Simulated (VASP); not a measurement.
# BiH2 (P-3m1) in VASP: notebook

Runs on BiH2. Level: PBE+D3(BJ). Tasks: single point, relaxation of cell and atoms.

Program: VASP 6.6.1. These are calculated values, not measurements. Logs are shortened: lines on timing, memory, paths and dates and some standing lists are left out, and cuts for length are marked.

### 1 The cell of the first run

Symmetry: P-3m1, No. 164, trigonal system. The conventional cell has a = 3.817 Å, b = 3.817 Å, c = 3.309 Å, α = 90.00°, β = 90.00°, γ = 120.00°. Bi (site symmetry -3m) has 6 H at 2.27 Å within 3.0 Å. Within 3.0 Å of H (site symmetry 3m) lie 3 Bi at 2.27 Å and 3 H at 2.44 Å.

### 2 Single point, PBE+D3(BJ)

Input file INCAR:

```
PREC = Accurate ; ENCUT = 520
EDIFF = 1E-6 ; ISMEAR = 0
SIGMA = 0.1 ; LREAL = F
LASPH = T ; NELM = 100
ALGO = Normal ; ISIF = 2
LWAVE = F ; LCHARG = T
GGA = PE ; IVDW = 12
LELF = T ; LVHAR = T
NBANDS = 16
```

Input file KPOINTS:

```
regular mesh
0
Gamma
  15 15 14
```

Input file POSCAR:

```
BiH2
1.0
    3.8174182141      0.0000000000      0.0000000000
   -1.9087091071      3.3059811503      0.0000000000
    0.0000000000      0.0000000000      3.3092428635
Bi H
1 2
Direct
    0.0000000000      0.0000000000      0.0000000000
    0.3333333333      0.6666666667      0.8403053756
    0.6666666667      0.3333333333      0.1596946244
```

Potentials or basis: VASP PAW PBE potentials, release 64 (Bi_d, H).

Started as:

```bash
cat potpaw_PBE.64/Bi_d/POTCAR potpaw_PBE.64/H/POTCAR > POTCAR
mpirun -np 1 vasp_std > vasp.out
```

OUTCAR:

```text
PREC = Accurate
   ENCUT = 520
   EDIFF = 1E-6
   ISMEAR = 0
   LREAL = F
   LASPH = T
   NELM = 100
   ISIF = 2
   GGA = PE
   IVDW = 12
 IVDW          = 12

 ion  position               nearest neighbor table
   1  0.000  0.000  0.000-   2 2.27   3 2.27   3 2.27   2 2.27   3 2.27   2 2.27
   2  0.333  0.667  0.840-   1 2.27   1 2.27   1 2.27
   3  0.667  0.333  0.160-   1 2.27   1 2.27   1 2.27

  LATTYP: Found a hexagonal cell.
 ALAT       =     3.8174182141
 C/A-ratio  =     0.8668798329

  Lattice vectors:

 A1 = (   3.8174182141,   0.0000000000,   0.0000000000)
 A2 = (  -1.9087091071,   3.3059811503,   0.0000000000)
 A3 = (   0.0000000000,   0.0000000000,   3.3092428635)

Analysis of symmetry for initial positions (statically):
=====================================================================
 Subroutine PRICEL returns:
 Original cell was already a primitive cell.

 Routine SETGRP: Setting up the symmetry group for a
 hexagonal supercell.

 Subroutine GETGRP returns: Found 12 space group operations
 (whereof 12 operations were pure point group operations)
 out of a pool of 24 trial point group operations.

The static configuration has the point symmetry D_3d.

Analysis of symmetry for dynamics (positions and initial velocities):
=====================================================================
 Subroutine PRICEL returns:
 Original cell was already a primitive cell.

 Routine SETGRP: Setting up the symmetry group for a
 hexagonal supercell.

 Subroutine GETGRP returns: Found 12 space group operations
 (whereof 12 operations were pure point group operations)
 out of a pool of 24 trial point group operations.

The dynamic configuration has the point symmetry D_3d.

 Subroutine INISYM returns: Found 12 space group operations
 (whereof 12 operations are pure point group operations),
 and found     1 'primitive' translations

----------------------------------------------------------------------------------------

                                     Primitive cell

  volume of cell :      41.7637

  direct lattice vectors                    reciprocal lattice vectors
     3.817418214  0.000000000  0.000000000     0.261957151  0.151241032  0.000000000
    -1.908709107  3.305981150  0.000000000     0.000000000  0.302482063  0.000000000
     0.000000000  0.000000000  3.309242864     0.000000000  0.000000000  0.302183926

  length of vectors
     3.817418214  3.817418214  3.309242864     0.302482063  0.302482063  0.302183926

  position of ions in fractional coordinates (direct lattice)
     0.000000000  0.000000000  0.000000000
     0.333333333  0.666666667  0.840305376
     0.666666667  0.333333333  0.159694624

  ion indices of the primitive-cell ions
   primitive index   ion index
                 1           1
                 2           2
                 3           3

----------------------------------------------------------------------------------------

 KPOINTS: regular mesh

Automatic generation of k-mesh.
 Grid dimensions read from file:
 generate k-points for:   15   15   14

 Generating k-lattice:

  Cartesian coordinates                     Fractional coordinates (reciprocal lattice)
     0.017463810  0.010082735  0.000000000     0.066666667  0.000000000  0.000000000
     0.000000000  0.020165471  0.000000000     0.000000000  0.066666667  0.000000000
     0.000000000  0.000000000  0.021584566     0.000000000  0.000000000  0.071428571

  Length of vectors
     0.020165471  0.020165471  0.021584566

  Shift w.r.t. Gamma in fractional coordinates (k-lattice)
     0.000000000  0.000000000  0.000000000

 Subroutine IBZKPT returns following result:
 ===========================================

 Found    330 irreducible k-points:

 Following reciprocal coordinates:
            Coordinates               Weight
  0.000000  0.000000  0.000000      1.000000
  0.066667  0.000000  0.000000      6.000000
  0.133333  0.000000  0.000000      6.000000
  0.200000  0.000000  0.000000      6.000000
  0.266667  0.000000  0.000000      6.000000
  0.333333  0.000000  0.000000      6.000000
[... 16 lines left out ...]
  0.333333  0.200000  0.000000     12.000000
  0.400000  0.200000  0.000000      6.000000
 [... further k-points ...]
   k-points           NKPTS =    330   k-points in BZ     NKDIM =    330   number of bands    NBANDS=     16
   number of dos      NEDOS =    301   number of ions     NIONS =      3
   total plane-waves  NPLWV =  21952
   dimension x,y,z NGX =    28 NGY =   28 NGZ =   28
   dimension x,y,z NGXF=    56 NGYF=   56 NGZF=   56
   ions per type =               1   2
   NGX,Y,Z   is equivalent  to a cutoff of  12.19, 12.19, 14.07 a.u.
   NGXF,Y,Z  is equivalent  to a cutoff of  24.39, 24.39, 28.13 a.u.
 SYSTEM =  unknown system
   PREC   = accura    normal or accurate (medium, high low for compatibility)
   ISTART =      0    job   : 0-new  1-cont  2-samecut
   ICHARG =      2    charge: 1-file 2-atom 10-const
   ISPIN  =      1    spin polarized calculation?
   LNONCOLLINEAR =      F non collinear calculations
   LSORBIT =      F    spin-orbit coupling
   LASPH  =      T    aspherical Exc in radial PAW
   ENCUT  =  520.0 eV  38.22 Ry    6.18 a.u.   7.10  7.10  6.15*2*pi/ulx,y,z
   NELM   =    100;   NELMIN=  2; NELMDL= -5     # of ELM steps
   EDIFF  = 0.1E-05   stopping-criterion for ELM
   LREAL  =      F    real-space projection
   EDIFFG = 0.1E-04   stopping-criterion for IOM
   NSW    =      0    number of steps for IOM
   IBRION =     -1    ionic relax: 0-MD 1-quasi-New 2-CG
   NFREE  =      0    steps in history (QN), initial steepest desc. (CG)
   ISIF   =      2    stress and relaxation
   ISYM   =      2    0-nonsym 1-usesym 2-fastsym
   POTIM  = 0.5000    time-step for ionic-motion
   TEBEG  =    0.0;   TEEND  =   0.0 temperature during run
   PSTRESS=    0.0 pullay stress
   NELECT =      17.0000    total number of electrons
   NUPDOWN=      -1.0000    fix difference up-down
   EMIN   =  10.00;   EMAX   =-10.00  energy-range for DOS
   EFERMI =   0.00;   METHOD = LEGACY
   ISMEAR =     0;   SIGMA  =   0.10  broadening in eV -4-tet -1-fermi 0-gaus
   EFERMI_NEDOS =   21; number of points for ismear=-14 and -15
   IALGO  =     38    algorithm
   IMIX   =      4    mixing-type and parameters
     AMIX     =   0.40;   BMIX     =  1.00
     AMIX_MAG =   1.60;   BMIX_MAG =  1.00
  volume/ion in A,a.u.               =      13.92        93.95
  Fermi-wavevector in a.u.,A,eV,Ry     =   1.213272  2.292752 20.028174  1.472029
  Thomas-Fermi vector in A             =   2.348730
   LORBIT       =      0    0 simple, 1 ext, 2 COOP (PROOUT), +10 PAW based schemes
   GGA     = PE    functional components
   LHFCALC =     F    Hartree Fock is set to
   AEXX    =    0.0000 exact exchange contribution
   IVDW    =    12    specifies the selected vdW correction
   LEPSILON=     F    determine dielectric tensor
   LRPA    =     F    only Hartree local field effects (RPA)
 non-spin polarized calculation
 Gauss-broadening in eV      SIGMA  =   0.10
  energy-cutoff  :      520.00
  volume of cell :       41.76
 maximum number of plane-waves:      1152
   NGX = 15   NGY = 15   NGZ = 13

 number of electron      17.0000006 magnetization

 Free energy of the ion-electron system (eV)
  ---------------------------------------------------
  ext. energy  EPLUGINS =         0.00000000
  ---------------------------------------------------
  free energy    TOTEN  =        -8.91380890 eV

  energy without entropy =       -8.91009260  energy(sigma->0) =       -8.91195075

 E-fermi :   5.9770     XC(G=0):  -9.6690

 val. band max:        5.9721403141   @ k =   0.3333   0.0000   0.1429
 cond. band min:       5.9771117679   @ k =  -0.0667   0.2000   0.4286
 fundamental gap:      0.0049714538
 Fermi energy:         5.9770348797

 k-point     1 :       0.0000    0.0000    0.0000
  band No.  band energies     occupation
      1     -17.5194      2.00000
      2     -17.4455      2.00000
      3     -17.4455      2.00000
      4     -17.3235      2.00000
      5     -17.3235      2.00000
      6      -7.7479      2.00000
[... 8 lines left out ...]
     15      20.9542      0.00000
     16      21.2795      0.00000

 k-point     2 :       0.0667    0.0000    0.0000
  band No.  band energies     occupation
      1     -17.5177      2.00000
      2     -17.4463      2.00000
      3     -17.4428      2.00000
      4     -17.3246      2.00000
      5     -17.3238      2.00000
      6      -7.6931      2.00000
[... 8 lines left out ...]
     15      20.6711      0.00000
     16      20.7808      0.00000

 k-point     3 :       0.1333    0.0000    0.0000
  band No.  band energies     occupation
      1     -17.5132      2.00000
      2     -17.4483      2.00000
      3     -17.4349      2.00000
      4     -17.3275      2.00000
      5     -17.3244      2.00000
      6      -7.5303      2.00000
[... 8 lines left out ...]
     15      19.7627      0.00000
     16      20.2062      0.00000

 k-point     4 :       0.2000    0.0000    0.0000
  band No.  band energies     occupation
      1     -17.5075      2.00000
      2     -17.4503      2.00000
      3     -17.4233      2.00000
      4     -17.3317      2.00000
      5     -17.3254      2.00000
      6      -7.2649      2.00000
[... 8 lines left out ...]
     15      18.8813      0.00000
     16      19.4441      0.00000
[... 324 lines left out ...]
 k-point    22 :       0.2667    0.2000    0.0000
  band No.  band energies     occupation
      1     -17.4863      2.00000
      2     -17.4469      2.00000
      3     -17.3980      2.00000
      4     -17.3424      2.00000
      5     -17.3321      2.00000
      6      -6.0142      2.00000
[... 8 lines left out ...]
     15      17.3326      0.00000
     16      18.0188      0.00000

 k-point    23 :       0.3333    0.2000    0.0000
  band No.  band energies     occupation
      1     -17.4843      2.00000
      2     -17.4413      2.00000
      3     -17.3976      2.00000
      4     -17.3437      2.00000
      5     -17.3336      2.00000
      6      -5.6929      2.00000
[... 8 lines left out ...]
     15      17.2411      0.00000
     16      17.8603      0.00000

 k-point    24 :       0.4000    0.2000    0.0000
  band No.  band energies     occupation
      1     -17.4838      2.00000
      2     -17.4385      2.00000
      3     -17.3980      2.00000
      4     -17.3442      2.00000
      5     -17.3341      2.00000
      6      -5.5616      2.00000
[... 8 lines left out ...]
     15      17.4599      0.00000
     16      17.9529      0.00000

 [... further k-points ...]

------------------------ aborting loop because EDIFF is reached ----------------------------------------

 Edisp (eV)   -0.60633

 E8    (eV) :    -0.2620

  FORCE on cell =-STRESS in cart. coord.  units (eV):
  Direction    XX          YY          ZZ          XY          YZ          ZX
  --------------------------------------------------------------------------------------
  -------------------------------------------------------------------------------------
  Total      -0.02135    -0.02135    -0.02474     0.00000     0.00000    -0.00000
  in kB      -0.81903    -0.81903    -0.94922     0.00000     0.00000    -0.00000
  external pressure =       -0.86 kB  Pullay stress =        0.00 kB

 VOLUME and BASIS-vectors are now :
 -----------------------------------------------------------------------------
  energy-cutoff  :      520.00
  volume of cell :       41.76
      direct lattice vectors                 reciprocal lattice vectors
     3.817418214  0.000000000  0.000000000     0.261957151  0.151241032  0.000000000
    -1.908709107  3.305981150  0.000000000     0.000000000  0.302482063  0.000000000
     0.000000000  0.000000000  3.309242864     0.000000000  0.000000000  0.302183926

 POSITION                                       TOTAL-FORCE (eV/Angst)
 -----------------------------------------------------------------------------------
      0.00000      0.00000      0.00000        -0.000000      0.000000      0.000000
     -0.00000      2.20399      2.78077        -0.000000      0.000000      0.000228
      1.90871      1.10199      0.52847         0.000000     -0.000000     -0.000228
 -----------------------------------------------------------------------------------
    total drift:                               -0.000000      0.000000     -0.000000

  FREE ENERGIE OF THE ION-ELECTRON SYSTEM (eV)
  ---------------------------------------------------
  free  energy   TOTEN  =        -9.5201392099 eV

  energy  without entropy=       -9.5164229042  energy(sigma->0) =       -9.51828106
```

It took 1.7 min on 1 thread of Intel Xeon Platinum 8375C at 2.90GHz (Ice Lake), shared host; peak memory 0.33 GiB.

What came out:

| Quantity | Value |
| --- | --- |
| Free energy | -9.5201 eV |
| Pressure | -0.1 GPa |
| Dispersion energy per atom | -0.202 eV |

Caveat: spin-orbit coupling is left out, which moves the levels of the heavy elements; pairwise dispersion overbinds metals, which lowers pressure and volume.

(Continued in part 2 of 2.)
